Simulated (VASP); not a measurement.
# Co (P-3m1) in VASP: a series of runs

Co is run at these levels: PBE0, r2SCAN, LDA; tasks: single point.

All numbers are computed with VASP 6.6.1; they aren't measurements. Logs are shortened: lines on timing, memory, paths and dates and some standing lists are left out, and cuts for length are marked.

**1. The cell of the first run**

It takes space group P-3m1 (No. 164, trigonal). The conventional cell has a = 2.471 Å, b = 2.471 Å, c = 4.036 Å, α = 90.00°, β = 90.00°, γ = 120.00°. Co (site symmetry 3m) has 12 Co at 2.41 to 2.54 Å within 3.2 Å.

**2. Single point, PBE0, collinear spin, ferromagnetic start**

File POSCAR:

```
Co
1.0
    2.4706706468      0.0000000000      0.0000000000
   -1.2353353234      2.1396635445      0.0000000000
    0.0000000000      0.0000000000      4.0360182824
Co
2
Direct
    0.3333333333      0.6666666667      0.7401390000
    0.6666666667      0.3333333333      0.2598610000
```

File INCAR.step1:

```
SYSTEM = Co
PREC = Accurate
ENCUT = 520
EDIFF = 1E-5
ISMEAR = -1
SIGMA = 0.05
LREAL = .FALSE.
LASPH = .TRUE.
NELM = 200
ALGO = Normal
ISIF = 2
LWAVE = .TRUE.
ISPIN = 2
MAGMOM = 2 2
LORBIT = 11
LMAXMIX = 4
GGA = PE
NBANDS = 20
GGA_COMPAT = .FALSE.
```

File INCAR.step2:

```
SYSTEM = Co
PREC = Accurate
ENCUT = 520
EDIFF = 1E-6
ISMEAR = -1
SIGMA = 0.05
LREAL = .FALSE.
LASPH = .TRUE.
NELM = 200
ALGO = Normal
ISIF = 2
LWAVE = .FALSE.
LCHARG = .TRUE.
ISPIN = 2
MAGMOM = 2 2
LORBIT = 11
LMAXMIX = 4
GGA = PE
LHFCALC = .TRUE.
AEXX = 0.25
PRECFOCK = Normal
LELF = .TRUE.
LVHAR = .TRUE.
ISTART = 1
NBANDS = 20
GGA_COMPAT = .FALSE.
```

File KPOINTS:

```
Automatic mesh
0
G
  6 6 4
  0 0 0
```

Potentials or basis: VASP PAW PBE potentials, release 64 (Co).

Started as:

```bash
$ cat potpaw_PBE.64/Co/POTCAR > POTCAR
$ cp INCAR.step1 INCAR
$ mpirun -np 1 vasp_std > vasp.out
$ cp INCAR.step2 INCAR
$ mpirun -np 1 vasp_std > vasp.out
```

OUTCAR:

```text
SYSTEM = Co
   PREC = Accurate
   ENCUT = 520
   EDIFF = 1E-6
   ISMEAR = -1
   LREAL = .FALSE.
   LASPH = .TRUE.
   NELM = 200
   ISIF = 2
   ISPIN = 2
   LORBIT = 11
   GGA = PE
   LHFCALC = .TRUE.
   AEXX = 0.25
   PRECFOCK = Normal
   ISTART = 1

 ion  position               nearest neighbor table
   1  0.333  0.667  0.740-   2 2.41   2 2.41   2 2.41   2 2.54   2 2.54   2 2.54
   2  0.667  0.333  0.260-   1 2.41   1 2.41   1 2.41   1 2.54   1 2.54   1 2.54

  LATTYP: Found a hexagonal cell.
 ALAT       =     2.4706706468
 C/A-ratio  =     1.6335719565

  Lattice vectors:

 A1 = (   2.4706706468,   0.0000000000,   0.0000000000)
 A2 = (  -1.2353353234,   2.1396635445,   0.0000000000)
 A3 = (   0.0000000000,   0.0000000000,   4.0360182824)

Analysis of symmetry for initial positions (statically):
=====================================================================
 Subroutine PRICEL returns:
 Original cell was already a primitive cell.

 Routine SETGRP: Setting up the symmetry group for a
 hexagonal supercell.

 Subroutine GETGRP returns: Found 12 space group operations
 (whereof 12 operations were pure point group operations)
 out of a pool of 24 trial point group operations.

The static configuration has the point symmetry D_3d.

Analysis of symmetry for dynamics (positions and initial velocities):
=====================================================================
 Subroutine PRICEL returns:
 Original cell was already a primitive cell.

 Routine SETGRP: Setting up the symmetry group for a
 hexagonal supercell.

 Subroutine GETGRP returns: Found 12 space group operations
 (whereof 12 operations were pure point group operations)
 out of a pool of 24 trial point group operations.

The dynamic configuration has the point symmetry D_3d.

Analysis of structural, dynamic, and magnetic symmetry:
=====================================================================
 Subroutine PRICEL returns:
 Original cell was already a primitive cell.

 Routine SETGRP: Setting up the symmetry group for a
 hexagonal supercell.

 Subroutine GETGRP returns: Found 12 space group operations
 (whereof 12 operations were pure point group operations)
 out of a pool of 24 trial point group operations.

The overall configuration has the point symmetry D_3d.

 Subroutine INISYM returns: Found 12 space group operations
 (whereof 12 operations are pure point group operations),
 and found     1 'primitive' translations

----------------------------------------------------------------------------------------

                                     Primitive cell

  volume of cell :      21.3360

  direct lattice vectors                    reciprocal lattice vectors
     2.470670647  0.000000000  0.000000000     0.404748404  0.233681600  0.000000000
    -1.235335323  2.139663544  0.000000000     0.000000000  0.467363199  0.000000000
     0.000000000  0.000000000  4.036018282     0.000000000  0.000000000  0.247768947

  length of vectors
     2.470670647  2.470670647  4.036018282     0.467363199  0.467363199  0.247768947

  position of ions in fractional coordinates (direct lattice)
     0.333333333  0.666666667  0.740139000
     0.666666667  0.333333333  0.259861000

  ion indices of the primitive-cell ions
   primitive index   ion index
                 1           1
                 2           2

----------------------------------------------------------------------------------------

 KPOINTS: Automatic mesh

Automatic generation of k-mesh.
 Grid dimensions read from file:
 generate k-points for:    6    6    4

 Generating k-lattice:

  Cartesian coordinates                     Fractional coordinates (reciprocal lattice)
     0.067458067  0.038946933  0.000000000     0.166666667  0.000000000  0.000000000
     0.000000000  0.077893867  0.000000000     0.000000000  0.166666667  0.000000000
     0.000000000  0.000000000  0.061942237     0.000000000  0.000000000  0.250000000

  Length of vectors
     0.077893867  0.077893867  0.061942237

  Shift w.r.t. Gamma in fractional coordinates (k-lattice)
     0.000000000  0.000000000  0.000000000

 Subroutine IBZKPT returns following result:
 ===========================================

 Found     24 irreducible k-points:

 Following reciprocal coordinates:
            Coordinates               Weight
  0.000000  0.000000  0.000000      1.000000
  0.166667  0.000000  0.000000      6.000000
  0.333333  0.000000  0.000000      6.000000
  0.500000  0.000000  0.000000      3.000000
  0.166667  0.166667  0.000000      6.000000
  0.333333  0.166667  0.000000     12.000000
[... 16 lines left out ...]
  0.333333  0.166667  0.500000     12.000000
  0.333333  0.333333  0.500000      2.000000
   k-points           NKPTS =     24   k-points in BZ     NKDIM =    144   number of bands    NBANDS=     20
   number of dos      NEDOS =    301   number of ions     NIONS =      2
   total plane-waves  NPLWV =   9720
   dimension x,y,z NGX =    18 NGY =   18 NGZ =   30
   dimension x,y,z NGXF=    36 NGYF=   36 NGZF=   60
   ions per type =               2
   NGX,Y,Z   is equivalent  to a cutoff of  12.11, 12.11, 12.36 a.u.
   NGXF,Y,Z  is equivalent  to a cutoff of  24.22, 24.22, 24.71 a.u.
 SYSTEM =  Co
   PREC   = accura    normal or accurate (medium, high low for compatibility)
   ISTART =      1    job   : 0-new  1-cont  2-samecut
   ICHARG =      0    charge: 1-file 2-atom 10-const
   ISPIN  =      2    spin polarized calculation?
   LNONCOLLINEAR =      F non collinear calculations
   LSORBIT =      F    spin-orbit coupling
   LASPH  =      T    aspherical Exc in radial PAW
   ENCUT  =  520.0 eV  38.22 Ry    6.18 a.u.   4.59  4.59  7.50*2*pi/ulx,y,z
   NELM   =    200;   NELMIN=  2; NELMDL=  0     # of ELM steps
   EDIFF  = 0.1E-05   stopping-criterion for ELM
   LREAL  =      F    real-space projection
   EDIFFG = 0.1E-04   stopping-criterion for IOM
   NSW    =      0    number of steps for IOM
   IBRION =     -1    ionic relax: 0-MD 1-quasi-New 2-CG
   NFREE  =      0    steps in history (QN), initial steepest desc. (CG)
   ISIF   =      2    stress and relaxation
   ISYM   =      3    0-nonsym 1-usesym 2-fastsym
   POTIM  = 0.5000    time-step for ionic-motion
   TEBEG  =    0.0;   TEEND  =   0.0 temperature during run
   PSTRESS=    0.0 pullay stress
   NELECT =      18.0000    total number of electrons
   NUPDOWN=      -1.0000    fix difference up-down
   EMIN   =  10.00;   EMAX   =-10.00  energy-range for DOS
   EFERMI =   0.00;   METHOD = LEGACY
   ISMEAR =    -1;   SIGMA  =   0.05  broadening in eV -4-tet -1-fermi 0-gaus
   EFERMI_NEDOS =   21; number of points for ismear=-14 and -15
   IALGO  =     38    algorithm
   IMIX   =      1    mixing-type and parameters
     AMIX     =   0.40;   BMIX     =  1.00
     AMIX_MAG =   1.60;   BMIX_MAG =  1.00
  volume/ion in A,a.u.               =      10.67        71.99
  Fermi-wavevector in a.u.,A,eV,Ry     =   1.546896  2.923210 32.557216  2.392888
  Thomas-Fermi vector in A             =   2.652067
   LORBIT       =     11    0 simple, 1 ext, 2 COOP (PROOUT), +10 PAW based schemes
   GGA     = PE    functional components
   LHFCALC =     T    Hartree Fock is set to
   PRECFOCK=normal    Normal, Fast or Accurate (Low or Medium for compatibility)
   ENCUT4O =  -1.0   cutoff for four orbital integrals eV
   NKREDX  =     1    reduce k-point grid by
   NKREDY  =     1    reduce k-point grid by
   NKREDZ  =     1    reduce k-point grid by
   AEXX    =    0.2500 exact exchange contribution
   HFSCREEN=    0.0000 screening length (either q_TF or 0.3 A-1)
   HFSCREENC=   0.0000 screening length for correlation (either q_TF or 0.3 A-1)
   ENCUTFOCK=  -1.0 apply spherical cutoff to Coloumb kernel
   IVDW    =     0    specifies the selected vdW correction
   LEPSILON=     F    determine dielectric tensor
   LRPA    =     F    only Hartree local field effects (RPA)
 spin polarized calculation
  energy-cutoff  :      520.00
  volume of cell :       21.34
 maximum number of plane-waves:       584
  NGX = 14; NGY = 14; NGZ = 24

 number of electron      17.9999993 magnetization       3.5277858

 Free energy of the ion-electron system (eV)
  ---------------------------------------------------
  ext. energy  EPLUGINS =         0.00000000
  ---------------------------------------------------
  free energy    TOTEN  =       -20.09311511 eV

  energy without entropy =      -20.09292686  energy(sigma->0) =      -20.09302098

 E-fermi :  10.8446     XC(G=0): -10.5446

 val. band max:       10.5996886921   @ k =   0.5000   0.0000   0.2500
 cond. band min:      11.0927943861   @ k =   0.3333   0.0000   0.2500
 fundamental gap:      0.4931056940
 Fermi energy:        10.8445525695

 spin component 1

 k-point     1 :       0.0000    0.0000    0.0000
  band No.  band energies     occupation
      1      -0.0108      1.00000
      2       2.9217      1.00000
      3       5.1214      1.00000
      4       5.1214      1.00000
      5       5.1967      1.00000
      6       5.4290      1.00000
[... 12 lines left out ...]
     19      38.6987      0.00000
     20      38.6987      0.00000

 k-point     2 :       0.1667    0.0000    0.0000
  band No.  band energies     occupation
      1       1.0723      1.00000
      2       3.4036      1.00000
      3       4.5697      1.00000
      4       5.1043      1.00000
      5       5.3039      1.00000
      6       5.3140      1.00000
[... 12 lines left out ...]
     19      39.1653      0.00000
     20      41.3268      0.00000
[... 464 lines left out ...]
      2       3.4889      1.00000
      3       4.2944      1.00000
      4       4.3527      1.00000
      5       5.1665      1.00000
      6       5.5396      1.00000
[... 12 lines left out ...]
     19      38.0257      0.00000
     20      38.3163      0.00000

 k-point    24 :       0.3333    0.3333    0.5000
  band No.  band energies     occupation
      1       3.7551      1.00000
      2       3.8873      1.00000
      3       3.8873      1.00000
      4       4.6029      1.00000
      5       5.0905      1.00000
      6       5.0905      1.00000
[... 12 lines left out ...]
     19      35.5349      0.00000
     20      36.0285      0.00000
 Fermi energy:        10.8445525695

 spin component 2

 k-point     1 :       0.0000    0.0000    0.0000
  band No.  band energies     occupation
      1      -0.6184      1.00000
      2       4.5272      1.00000
      3       8.2126      1.00000
      4       8.3854      1.00000
      5       8.3854      1.00000
      6       8.5670      1.00000
[... 12 lines left out ...]
     19      39.0672      0.00000
     20      39.0672      0.00000

 k-point     2 :       0.1667    0.0000    0.0000
  band No.  band energies     occupation
      1       0.4701      1.00000
      2       5.2363      1.00000
      3       7.4623      1.00000
      4       8.0734      1.00000
      5       8.1657      1.00000
      6       8.6794      1.00000
[... 12 lines left out ...]
     19      39.0659      0.00000
     20      41.4601      0.00000
[... 465 lines left out ...]
      3       6.6915      1.00000
      4       7.9756      1.00000
      5       8.1224      1.00000
      6       8.7539      1.00000
[... 12 lines left out ...]
     19      38.2807      0.00000
     20      38.4378      0.00000

 k-point    24 :       0.3333    0.3333    0.5000
  band No.  band energies     occupation
      1       6.5332      1.00000
      2       6.5332      1.00000
      3       6.5500      1.00000
      4       7.3468      1.00000
      5       8.2718      1.00000
      6       8.2718      1.00000
[... 12 lines left out ...]
     19      35.7026      0.00000
     20      35.9769      0.00000

------------------------ aborting loop because EDIFF is reached ----------------------------------------

  FORCE on cell =-STRESS in cart. coord.  units (eV):
  Direction    XX          YY          ZZ          XY          YZ          ZX
  --------------------------------------------------------------------------------------
  -------------------------------------------------------------------------------------
  Total        0.3985788      0.3985788      2.5094028      0.0000000      0.0000000      0.0000000
  in kB       29.9303200     29.9303200    188.4375661      0.0000000      0.0000000      0.0000000
  external PRESSURE =      82.7660687 kB  Pullay stress =       0.0000000 kB

 VOLUME and BASIS-vectors are now :
 -----------------------------------------------------------------------------
  energy-cutoff  :      520.00
  volume of cell :       21.34
      direct lattice vectors                 reciprocal lattice vectors
     2.470670647  0.000000000  0.000000000     0.404748404  0.233681600  0.000000000
    -1.235335323  2.139663544  0.000000000     0.000000000  0.467363199  0.000000000
     0.000000000  0.000000000  4.036018282     0.000000000  0.000000000  0.247768947

 POSITION                                       TOTAL-FORCE (eV/Angst)
 -----------------------------------------------------------------------------------
     -0.00000      1.42644      2.98721        -0.000000      0.000000      0.290464
      1.23534      0.71322      1.04880         0.000000     -0.000000     -0.290464
 -----------------------------------------------------------------------------------
    total drift:                                0.000000      0.000000      0.000000

  FREE ENERGIE OF THE ION-ELECTRON SYSTEM (eV)
  ---------------------------------------------------
  free  energy   TOTEN  =       -20.0931151088 eV

  energy  without entropy=      -20.0929268588  energy(sigma->0) =      -20.09302098

 total charge

# of ion       s       p       d       tot
------------------------------------------
    1        0.500   0.555   7.286   8.342
    2        0.500   0.555   7.286   8.342
--------------------------------------------------
tot          1.000   1.111  14.572  16.684

 magnetization (x)

# of ion       s       p       d       tot
------------------------------------------
    1       -0.032  -0.136   1.987   1.819
    2       -0.032  -0.136   1.987   1.819
--------------------------------------------------
tot         -0.064  -0.273   3.974   3.638
```

Wall time 1.9 h (1 thread of Intel Xeon Platinum 8488C (Sapphire Rapids), shared host); peak memory 0.16 GiB.

Results:

| Item | Value |
| --- | --- |
| Free energy | -20.0931 eV |
| Pressure | 8.3 GPa |
| Largest force | 0.290 eV/Å |
| Net moment | 3.53 μB per cell |
| Site moments | Co +1.82 μB |
| Valence electrons inside the program's atomic spheres | Co 8.34 |

Forces on the atoms (eV/Å):
```
Co   0.000  0.000  0.290
Co   0.000  0.000 -0.290
```

Levels at points of the mesh, in eV from the Fermi level:
Spin up:
| k point | band 9 | band 10 | band 11 | band 12 | band 13 | band 14 |
| --- | --- | --- | --- | --- | --- | --- |
| (0.00, 0.00, 0.00) | -5.09 | -3.88 | -3.88 | -0.93 | 6.70 | 23.54 |
| (0.50, 0.00, 0.00) | -3.46 | -3.17 | 0.98 | 3.53 | 10.43 | 11.60 |
| (0.00, 0.00, 0.50) | -4.63 | -4.63 | -3.98 | -3.98 | 15.47 | 16.65 |
| (0.50, 0.00, 0.50) | -3.44 | -3.26 | 1.66 | 1.86 | 7.74 | 8.18 |
Spin down:
| k point | band 5 | band 6 | band 7 | band 8 | band 9 | band 10 |
| --- | --- | --- | --- | --- | --- | --- |
| (0.00, 0.00, 0.00) | -2.46 | -2.28 | -2.28 | -1.63 | 2.08 | 2.08 |
| (0.50, 0.00, 0.00) | -2.29 | -2.03 | -0.88 | 1.21 | 2.72 | 3.19 |
| (0.00, 0.00, 0.50) | -2.93 | -2.85 | -1.86 | -1.86 | 2.11 | 2.11 |
| (0.50, 0.00, 0.50) | -1.26 | -0.90 | -0.67 | 0.56 | 2.25 | 3.02 |

Caveat: the k points lie up to 0.49 Å⁻¹ apart; the PAW data sets were made with another functional, which shifts forces and pressure a little.

(Continued in part 2 of 3.)
